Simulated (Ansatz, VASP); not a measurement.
MgTl: VASP beside Ansatz

The input INCAR:

```
SYSTEM = MgTl
ALGO = Normal
EDIFF = 1E-8
ENCUT = 520
GGA = CA
ISIF = 2
ISMEAR = -1
LASPH = .TRUE.
LCHARG = .FALSE.
LEFG = .TRUE.
LREAL = .FALSE.
LWAVE = .FALSE.
NBANDS = 14
NELM = 80
PREC = Accurate
SIGMA = 0.05
```

The input KPOINTS:

```
k-points
0
G
  9 9 9
  0 0 0
```

Contents of POSCAR:

```
MgTl
1.0
    3.5607955052      0.0000000000      0.0000000000
    0.0000000000      3.5607955052      0.0000000000
    0.0000000000      0.0000000000      3.5607955052
Mg Tl
1 1
Direct
    0.0000000000      0.0000000000      0.0000000000
    0.5000000000      0.5000000000      0.5000000000
```

Input for Ansatz:

```yaml
crystal:
  lattice:
    - [3.5607955052, 0.0, 0.0]
    - [0.0, 3.5607955052, 0.0]
    - [0.0, 0.0, 3.5607955052]
  atoms:
    - { symbol: Mg, position: [0.0, 0.0, 0.0] }
    - { symbol: Tl, position: [0.5, 0.5, 0.5] }
kpoints:
  mp_grid: { grid: [9, 9, 9] }
scf:
  occupations: { method: fermi_dirac, width: 0.05 }
hamiltonian:
  xc: lda
  pseudopotentials: { kind: all_electron, datasets: crystal }
output:
  forces: true
  stress: true
  eigenvalues: true
  efg: { contact_densities: true }
```

Change from the starting cell: volume scaled by 0.94, crystal datasets.

Alike in both runs: task electric field gradients; functional LDA; k mesh 9 × 9 × 9; occupations fermi-dirac, width 0.05 eV; no spin polarisation.

```csv
,VASP,Ansatz
version,VASP 6.6.1,Ansatz 0.2.0
potentials or method,"VASP PAW LDA potentials, release 64 (Mg, Tl_d), cutoff 520 eV","all-electron PAW with datasets made for the crystal, scalar-relativistic"
```

Ansatz gave:

```
pressure (GPa) : 0.1
```

Question: Estimate VASP's values.

Answer: Pressure (GPa): -0.2.

LDA's correlation is that of Perdew and Zunger in VASP and of Perdew and Wang (1992) in Ansatz. Ansatz ran all-electron here, and VASP with PAW potentials.

Neither program's run includes spin-orbit coupling.
